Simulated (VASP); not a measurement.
# CoO (Fm-3m) in VASP: a series of runs

The runs below take CoO through single point, with LDA+U.

Program: VASP 6.6.1. These are calculated values, not measurements. Logs are shortened: lines on timing, memory, paths and dates and some standing lists are left out, and cuts for length are marked.

## Step 1: The cell of the first run

It takes space group Fm-3m (No. 225, cubic). Conventional cell: a = 4.263 Å, b = 4.263 Å, c = 4.263 Å, α = 90.00°, β = 90.00°, γ = 90.00°. Co (site symmetry m-3m) has 6 O at 2.13 Å within 2.8 Å. Within 2.8 Å of O (site symmetry m-3m) lie 6 Co at 2.13 Å.

## Step 2: Single point, LDA+U, collinear spin, ferromagnetic start

INCAR

```
  PREC = Accurate
  ENCUT = 520
  EDIFF = 1E-6
  ISMEAR = 0
  SIGMA = 0.05
  LREAL = False
  LASPH = True
  NELM = 150
  ALGO = Normal
  ISIF = 2
  LWAVE = False
  LCHARG = False
  ISPIN = 2
  MAGMOM = 3 3 0 0
  LORBIT = 11
  LMAXMIX = 4
  LDAU = True
  LDAUTYPE = 2
  LDAUL = 2 -1
  LDAUU = 2 0
  LDAUJ = 0 0
  LDAUPRINT = 1
  NBANDS = 27
```

KPOINTS

```
regular mesh
0
Gamma
  8 8 8
```

POSCAR

```
CoO
1.0
    0.0000000000      2.1315016600      2.1315016600
    2.1315016600      0.0000000000      2.1315016600
    4.2630033200      4.2630033200      0.0000000000
Co O
2 2
Direct
    0.0000000000      0.0000000000      0.0000000000
    0.0000000000      0.0000000000      0.5000000000
    0.5000000000      0.5000000000      0.2500000000
    0.5000000000      0.5000000000      0.7500000000
```

Potentials or basis: VASP PAW LDA potentials, release 64 (Co, O).

Started as:

```bash
cat potpaw_LDA.64/Co/POTCAR potpaw_LDA.64/O/POTCAR > POTCAR
mpirun -np 1 vasp_std > vasp.out
```

OUTCAR:

```text
PREC = Accurate
   ENCUT = 520
   EDIFF = 1E-6
   ISMEAR = 0
   LREAL = False
   LASPH = True
   NELM = 150
   ISIF = 2
   ISPIN = 2
   LORBIT = 11

 ion  position               nearest neighbor table
   1  0.000  0.000  0.000-   4 2.13   3 2.13   4 2.13   3 2.13   4 2.13   3 2.13   2 3.01   2 3.01
                             2 3.01   2 3.01   2 3.01   2 3.01
   2  0.000  0.000  0.500-   3 2.13   3 2.13   4 2.13   3 2.13   4 2.13   4 2.13   1 3.01   1 3.01
                             1 3.01   1 3.01   1 3.01   1 3.01
   3  0.500  0.500  0.250-   1 2.13   1 2.13   2 2.13   1 2.13   2 2.13   2 2.13
   4  0.500  0.500  0.750-   2 2.13   1 2.13   2 2.13   1 2.13   2 2.13   1 2.13

  LATTYP: Found a trigonal (rhomboedric) cell.
 ALAT       =     5.2210914529
 COS(alpha) =     0.8333333333

  Lattice vectors:

 A1 = (   4.2630033200,   2.1315016600,  -2.1315016600)
 A2 = (   2.1315016600,   2.1315016600,  -4.2630033200)
 A3 = (   2.1315016600,   4.2630033200,  -2.1315016600)

Analysis of symmetry for initial positions (statically):
=====================================================================
 Subroutine PRICEL returns following result:

  LATTYP: Found a face centered cubic cell.
 ALAT       =     4.2630033200
[... 12 lines left out ...]
 Subroutine GETGRP returns: Found 12 space group operations
 (whereof 12 operations were pure point group operations)
 out of a pool of 12 trial point group operations.

The static configuration has the point symmetry D_3d.

Analysis of symmetry for dynamics (positions and initial velocities):
=====================================================================
 Subroutine PRICEL returns following result:

  LATTYP: Found a face centered cubic cell.
 ALAT       =     4.2630033200
[... 12 lines left out ...]
 Subroutine GETGRP returns: Found 12 space group operations
 (whereof 12 operations were pure point group operations)
 out of a pool of 12 trial point group operations.

The dynamic configuration has the point symmetry D_3d.

Analysis of structural, dynamic, and magnetic symmetry:
=====================================================================
 Subroutine PRICEL returns following result:

  LATTYP: Found a face centered cubic cell.
 ALAT       =     4.2630033200
[... 12 lines left out ...]
 Subroutine GETGRP returns: Found 12 space group operations
 (whereof 12 operations were pure point group operations)
 out of a pool of 12 trial point group operations.

The overall configuration has the point symmetry D_3d.

 Subroutine INISYM returns: Found 12 space group operations
 (whereof 12 operations are pure point group operations),
 and found     2 'primitive' translations

----------------------------------------------------------------------------------------

                                     Primitive cell

  volume of cell :      19.3681

  direct lattice vectors                    reciprocal lattice vectors
     0.000000000  2.131501660  2.131501660    -0.234576407  0.234576407  0.234576407
     2.131501660  0.000000000  2.131501660     0.234576407 -0.234576407  0.234576407
     2.131501660  2.131501660  0.000000000     0.234576407  0.234576407 -0.234576407

  length of vectors
     3.014398556  3.014398556  3.014398556     0.406298254  0.406298254  0.406298254

  position of ions in fractional coordinates (direct lattice)
     0.000000000  0.000000000  0.000000000
     0.500000000  0.500000000  0.500000000

  ion indices of the primitive-cell ions
   primitive index   ion index
                 1           1
                 2           3

----------------------------------------------------------------------------------------

 KPOINTS: regular mesh

Automatic generation of k-mesh.
 Grid dimensions read from file:
 generate k-points for:    8    8    8

 Generating k-lattice:

  Cartesian coordinates                     Fractional coordinates (reciprocal lattice)
[... 80 lines left out ...]
     AMIX_MAG =   1.60;   BMIX_MAG =  1.00
  volume/ion in A,a.u.               =       9.68        65.35
  Fermi-wavevector in a.u.,A,eV,Ry     =   1.503406  2.841025 30.752286  2.260229
  Thomas-Fermi vector in A             =   2.614520
   LORBIT       =     11    0 simple, 1 ext, 2 COOP (PROOUT), +10 PAW based schemes
 LDA+U is selected, type is set to LDAUTYPE =  2
   angular momentum for each species LDAUL =     2   -1
   U (eV)           for each species LDAUU =   2.0  0.0
   J (eV)           for each species LDAUJ =   0.0  0.0
   GGA     = CA    functional components
   LHFCALC =     F    Hartree Fock is set to
   AEXX    =    0.0000 exact exchange contribution
   IVDW    =     0    specifies the selected vdW correction
   LEPSILON=     F    determine dielectric tensor
   LRPA    =     F    only Hartree local field effects (RPA)
 spin polarized calculation
 Gauss-broadening in eV      SIGMA  =   0.05
  energy-cutoff  :      520.00
  volume of cell :       38.74
 maximum number of plane-waves:      1075
 NGX is ok and might be reduce to    24
   NGX = 11   NGY = 11   NGZ = 23

atom =   1  type =  1  l = 2

 onsite density matrix

spin component  1

  0.9622  0.0000 -0.0000  0.0000 -0.0000
  0.0000  0.9622 -0.0000 -0.0000  0.0000
 -0.0000 -0.0000  1.0055 -0.0000 -0.0000
  0.0000 -0.0000 -0.0000  0.9622 -0.0000
 -0.0000  0.0000 -0.0000 -0.0000  1.0055

spin component  2

  0.6427  0.0013 -0.0000  0.0013  0.0000
  0.0013  0.6427 -0.0000 -0.0013  0.0000
 -0.0000 -0.0000  0.1786 -0.0000 -0.0000
  0.0013 -0.0013 -0.0000  0.6427 -0.0000
  0.0000  0.0000 -0.0000 -0.0000  0.1786

 occupancies and eigenvectors

  o =  0.1786  v =  0.0000  0.0000  0.0000  0.0000  0.0000  0.0000 -0.0001  0.0162  0.0001  0.9999      0.0000  0.0000  0.0000  0.0000  0.0000  0.0000  0.0000  0.0000  0.0000  0.0000
  o =  0.1786  v =  0.0000  0.0000  0.0000  0.0000  0.0000 -0.0001 -0.0001 -0.9999 -0.0000  0.0162      0.0000  0.0000  0.0000  0.0000  0.0000  0.0000  0.0000  0.0000  0.0000  0.0000
  o =  0.6402  v =  0.0000  0.0000  0.0000  0.0000  0.0000  0.5774 -0.5774 -0.0000 -0.5774  0.0000      0.0000  0.0000  0.0000  0.0000  0.0000  0.0000  0.0000  0.0000  0.0000  0.0000
  o =  0.6440  v =  0.0000  0.0000  0.0000  0.0000  0.0000  0.8132  0.3433 -0.0001  0.4699 -0.0000      0.0000  0.0000  0.0000  0.0000  0.0000  0.0000  0.0000  0.0000  0.0000  0.0000
  o =  0.6440  v =  0.0000  0.0000  0.0000  0.0000  0.0000 -0.0731 -0.7408  0.0000  0.6677 -0.0001      0.0000  0.0000  0.0000  0.0000  0.0000  0.0000  0.0000  0.0000  0.0000  0.0000
  o =  0.9622  v =  0.5774 -0.5774  0.0000 -0.5774 -0.0000  0.0000  0.0000  0.0000  0.0000  0.0000      0.0000  0.0000  0.0000  0.0000  0.0000  0.0000  0.0000  0.0000  0.0000  0.0000
  o =  0.9622  v =  0.2402 -0.5557  0.0004  0.7959  0.0012  0.0000  0.0000  0.0000  0.0000  0.0000      0.0000  0.0000  0.0000  0.0000  0.0000  0.0000  0.0000  0.0000  0.0000  0.0000
  o =  0.9622  v =  0.7804  0.5982  0.0012  0.1822 -0.0004  0.0000  0.0000  0.0000  0.0000  0.0000      0.0000  0.0000  0.0000  0.0000  0.0000  0.0000  0.0000  0.0000  0.0000  0.0000
  o =  1.0055  v =  0.0000  0.0009 -0.0000 -0.0009  1.0000  0.0000  0.0000  0.0000  0.0000  0.0000      0.0000  0.0000  0.0000  0.0000  0.0000  0.0000  0.0000  0.0000  0.0000  0.0000
  o =  1.0055  v =  0.0010  0.0005 -1.0000  0.0005 -0.0000  0.0000  0.0000  0.0000  0.0000  0.0000      0.0000  0.0000  0.0000  0.0000  0.0000  0.0000  0.0000  0.0000  0.0000  0.0000

atom =   2  type =  1  l = 2

 onsite density matrix

spin component  1

  0.9622  0.0000 -0.0000  0.0000 -0.0000
  0.0000  0.9622 -0.0000 -0.0000  0.0000
 -0.0000 -0.0000  1.0055 -0.0000 -0.0000
  0.0000 -0.0000 -0.0000  0.9622 -0.0000
 -0.0000  0.0000 -0.0000 -0.0000  1.0055

spin component  2

  0.6427  0.0013 -0.0000  0.0013  0.0000
  0.0013  0.6427 -0.0000 -0.0013  0.0000
 -0.0000 -0.0000  0.1786 -0.0000 -0.0000
  0.0013 -0.0013 -0.0000  0.6427 -0.0000
  0.0000  0.0000 -0.0000 -0.0000  0.1786

 occupancies and eigenvectors

  o =  0.1786  v =  0.0000  0.0000  0.0000  0.0000  0.0000  0.0000 -0.0001  0.0028  0.0001  1.0000      0.0000  0.0000  0.0000  0.0000  0.0000  0.0000  0.0000  0.0000  0.0000  0.0000
  o =  0.1786  v =  0.0000  0.0000  0.0000  0.0000  0.0000 -0.0001 -0.0001 -1.0000 -0.0000  0.0028      0.0000  0.0000  0.0000  0.0000  0.0000  0.0000  0.0000  0.0000  0.0000  0.0000
  o =  0.6402  v =  0.0000  0.0000  0.0000  0.0000  0.0000  0.5774 -0.5774 -0.0000 -0.5774  0.0000      0.0000  0.0000  0.0000  0.0000  0.0000  0.0000  0.0000  0.0000  0.0000  0.0000
  o =  0.6440  v =  0.0000  0.0000  0.0000  0.0000  0.0000 -0.0961  0.6542  0.0000 -0.7502  0.0001      0.0000  0.0000  0.0000  0.0000  0.0000  0.0000  0.0000  0.0000  0.0000  0.0000
  o =  0.6440  v =  0.0000  0.0000  0.0000  0.0000  0.0000  0.8108  0.4886 -0.0001  0.3222  0.0000      0.0000  0.0000  0.0000  0.0000  0.0000  0.0000  0.0000  0.0000  0.0000  0.0000
  o =  0.9622  v =  0.5774 -0.5774  0.0000 -0.5774  0.0000  0.0000  0.0000  0.0000  0.0000  0.0000      0.0000  0.0000  0.0000  0.0000  0.0000  0.0000  0.0000  0.0000  0.0000  0.0000
  o =  0.9622  v =  0.8031  0.5290  0.0012  0.2742 -0.0002  0.0000  0.0000  0.0000  0.0000  0.0000      0.0000  0.0000  0.0000  0.0000  0.0000  0.0000  0.0000  0.0000  0.0000  0.0000
  o =  0.9622  v =  0.1471 -0.6220  0.0002  0.7691  0.0012  0.0000  0.0000  0.0000  0.0000  0.0000      0.0000  0.0000  0.0000  0.0000  0.0000  0.0000  0.0000  0.0000  0.0000  0.0000
  o =  1.0055  v =  0.0010  0.0005 -1.0000  0.0005 -0.0000  0.0000  0.0000  0.0000  0.0000  0.0000      0.0000  0.0000  0.0000  0.0000  0.0000  0.0000  0.0000  0.0000  0.0000  0.0000
  o =  1.0055  v =  0.0000  0.0009 -0.0000 -0.0009  1.0000  0.0000  0.0000  0.0000  0.0000  0.0000      0.0000  0.0000  0.0000  0.0000  0.0000  0.0000  0.0000  0.0000  0.0000  0.0000

 number of electron      30.0000015 magnetization       5.9977493

 Free energy of the ion-electron system (eV)
  ---------------------------------------------------
  ext. energy  EPLUGINS =         0.00000000
  ---------------------------------------------------
  free energy    TOTEN  =       -26.97549541 eV

  energy without entropy =      -26.96639475  energy(sigma->0) =      -26.97094508

 E-fermi :   7.3009     XC(G=0): -12.8654

 val. band max:        7.2982764284   @ k =  -0.2500  -0.2500   0.1250
 cond. band min:       7.3024495447   @ k =  -0.1250  -0.2500   0.1250
 fundamental gap:      0.0041731163
 Fermi energy:         7.3009109589

 spin component 1

 k-point     1 :       0.0000    0.0000    0.0000
  band No.  band energies     occupation
      1     -12.2953      1.00000
      2     -10.9883      1.00000
      3      -0.7490      1.00000
      4       1.0570      1.00000
      5       1.0570      1.00000
      6       3.3677      1.00000
[... 1433 lines left out ...]
     26      23.6470      0.00000
     27      23.8431      0.00000

 [... further k-points ...]

------------------------ aborting loop because EDIFF is reached ----------------------------------------

  FORCE on cell =-STRESS in cart. coord.  units (eV):
  Direction    XX          YY          ZZ          XY          YZ          ZX
  --------------------------------------------------------------------------------------
  -------------------------------------------------------------------------------------
  Total       -4.5293902     -4.5293902     -4.5293902     -0.0067247      0.0067247      0.0067247
  in kB     -187.3412034   -187.3412034   -187.3412034     -0.2781418      0.2781418      0.2781418
  external PRESSURE =    -187.3412034 kB  Pullay stress =       0.0000000 kB

 VOLUME and BASIS-vectors are now :
 -----------------------------------------------------------------------------
  energy-cutoff  :      520.00
  volume of cell :       38.74
      direct lattice vectors                 reciprocal lattice vectors
     0.000000000  2.131501660  2.131501660    -0.234576407  0.234576407  0.234576407
     2.131501660  0.000000000  2.131501660     0.234576407 -0.234576407  0.234576407
     4.263003320  4.263003320  0.000000000     0.117288203  0.117288203 -0.117288203

 POSITION                                       TOTAL-FORCE (eV/Angst)
 -----------------------------------------------------------------------------------
      0.00000      0.00000      0.00000        -0.000000     -0.000000     -0.000000
      2.13150      2.13150      0.00000        -0.000000      0.000000      0.000000
      2.13150      2.13150      2.13150        -0.000000     -0.000000     -0.000000
      4.26300      4.26300      2.13150         0.000000      0.000000      0.000000
 -----------------------------------------------------------------------------------
    total drift:                                0.000000     -0.000000     -0.000000

  FREE ENERGIE OF THE ION-ELECTRON SYSTEM (eV)
  ---------------------------------------------------
  free  energy   TOTEN  =       -26.9754954054 eV

  energy  without entropy=      -26.9663947548  energy(sigma->0) =      -26.97094508

 total charge

# of ion       s       p       d       tot
------------------------------------------
    1        0.300   0.364   7.158   7.823
    2        0.300   0.364   7.158   7.823
    3        1.541   3.407   0.000   4.948
    4        1.541   3.407   0.000   4.948
--------------------------------------------------
tot          3.682   7.542  14.317  25.541

 magnetization (x)

# of ion       s       p       d       tot
------------------------------------------
    1        0.019   0.018   2.613   2.649
    2        0.019   0.018   2.613   2.649
    3        0.027   0.280   0.000   0.306
    4        0.027   0.280   0.000   0.306
--------------------------------------------------
tot          0.091   0.595   5.225   5.911
```

It took 4.1 min on 1 thread of Intel Xeon 8259CL, shared host; peak memory 0.23 GiB.

Results:

```
Free energy                                           : -26.9755 eV
Pressure                                              : -18.7 GPa
Band gap on the k mesh                                : zero (filled and empty bands overlap)
Net moment                                            : 6.00 μB per cell
Site moments                                          : Co +2.65; O +0.31 μB
Valence electrons inside the program's atomic spheres : Co 7.82; O 4.95
```

Levels at points of the mesh, in eV from the Fermi level:
Spin up:
```csv
k point,band 15,band 16,band 17,band 18,band 19,band 20,band 21,band 22
"(0.00, 0.00, 0.00)",-2.80,-2.33,-0.06,-0.06,1.27,5.22,9.45,13.46
"(0.50, 0.00, 0.00)",-2.76,-2.32,-0.06,-0.06,5.22,5.95,9.45,9.96
"(0.00, 0.00, 0.50)",-1.06,-1.06,-1.06,-1.06,3.92,3.92,11.49,11.49
"(0.50, 0.00, 0.50)",-1.62,-1.62,-1.37,-1.37,7.08,7.08,9.28,9.28
```
Spin down:
| k point | band 8 | band 9 | band 10 | band 11 | band 12 | band 13 | band 14 | band 15 | band 16 | band 17 |
| --- | --- | --- | --- | --- | --- | --- | --- | --- | --- | --- |
| (0.00, 0.00, 0.00) | -2.23 | -1.13 | -1.13 | -1.12 | -0.13 | -0.13 | 0.20 | 0.48 | 0.48 | 1.82 |
| (0.50, 0.00, 0.00) | -3.49 | -2.23 | -0.13 | -0.12 | 0.10 | 0.10 | 0.19 | 0.95 | 1.43 | 3.09 |
| (0.00, 0.00, 0.50) | -3.50 | -0.59 | -0.59 | -0.59 | -0.59 | -0.48 | -0.48 | 1.96 | 1.96 | 1.96 |
| (0.50, 0.00, 0.50) | -3.93 | -0.92 | -0.92 | -0.01 | -0.01 | 0.14 | 0.14 | 1.99 | 1.99 | 2.00 |

Eigenvalues of the final occupation matrices:
```csv
site,spin,trace,eigenvalues
site 1 d,1,4.90,0.96 0.96 0.96 1.01 1.01
site 1 d,2,2.29,0.18 0.18 0.64 0.64 0.64
site 2 d,1,4.90,0.96 0.96 0.96 1.01 1.01
site 2 d,2,2.29,0.18 0.18 0.64 0.64 0.64
```

Caveat: the cell stands under tension. The state reached can hang on the start; a lower one may exist.

## Step 3: Single point, LDA+U, collinear spin, antiferromagnetic start

INCAR

```
PREC = Accurate
ENCUT = 520
EDIFF = 1E-6
ISMEAR = 0
SIGMA = 0.05
LREAL = False
LASPH = True
NELM = 150
ALGO = Normal
ISIF = 2
LWAVE = False
LCHARG = False
ISPIN = 2
MAGMOM = 2.67 -2.67 0 0
LORBIT = 11
LMAXMIX = 4
LDAU = True
LDAUTYPE = 2
LDAUL = 2 -1
LDAUU = 2 0
LDAUJ = 0 0
LDAUPRINT = 1
NBANDS = 27
```

KPOINTS is that of step 2.

POSCAR is that of step 2.

Potentials or basis: VASP PAW LDA potentials, release 64 (Co, O).

Started as:

```bash
cat potpaw_LDA.64/Co/POTCAR potpaw_LDA.64/O/POTCAR > POTCAR
mpirun -np 1 vasp_std > vasp.out
```

It took 3.7 min on 1 thread of Intel Xeon 8259CL, shared host; peak memory 0.23 GiB.

It converged, with:

```yaml
Free_energy: -27.6896 eV
Pressure: -17.2 GPa
Band_gap_on_the_k_mesh: 0.70 eV
Net_moment: 0.00 μB per cell
Site_moments: Co +2.50, -2.50; O +0.00 μB
Valence_electrons_inside_the_program's_atomic_spheres: Co 7.85; O 4.94
```

Stress tensor (GPa, compression positive):
```
-17.19   0.23  -0.23
  0.23 -17.19  -0.23
 -0.23  -0.23 -17.19
```

Levels at points of the mesh, in eV from the valence-band top:
Spin up:
```tsv
k point	band 11	band 12	band 13	band 14	band 15	band 16	band 17	band 18	band 19	band 20
(0.00, 0.00, 0.00)	-2.36	-1.67	-1.67	-0.85	-0.85	0.92	1.75	2.52	2.52	5.53
(0.50, 0.00, 0.00)	-2.20	-1.51	-1.17	-0.66	0.00	1.21	2.53	2.69	5.63	6.56
(0.00, 0.00, 0.50)	-2.69	-0.96	-0.96	-0.54	-0.54	0.70	2.18	2.18	4.28	4.47
(0.50, 0.00, 0.50)	-2.03	-1.15	-0.93	-0.87	-0.13	1.20	2.14	2.24	7.46	7.77
```
Spin down:
```csv
k point,band 13,band 14,band 15,band 16,band 17,band 18
"(0.00, 0.00, 0.00)",-1.67,-0.85,-0.85,0.92,1.75,2.52
"(0.50, 0.00, 0.00)",-1.17,-0.66,0.00,1.21,2.53,2.69
"(0.00, 0.00, 0.50)",-0.96,-0.54,-0.54,0.70,2.18,2.18
"(0.50, 0.00, 0.50)",-0.93,-0.87,-0.13,1.20,2.14,2.24
```

Eigenvalues of the final occupation matrices:
| site | spin | trace | eigenvalues |
| --- | --- | --- | --- |
| site 1 d | 1 | 4.86 | 0.96 0.96 0.96 0.99 0.99 |
| site 1 d | 2 | 2.35 | 0.08 0.20 0.20 0.94 0.94 |
| site 2 d | 1 | 2.35 | 0.08 0.20 0.20 0.94 0.94 |
| site 2 d | 2 | 4.86 | 0.96 0.96 0.96 0.99 0.99 |

Caveat: the cell stands under tension.
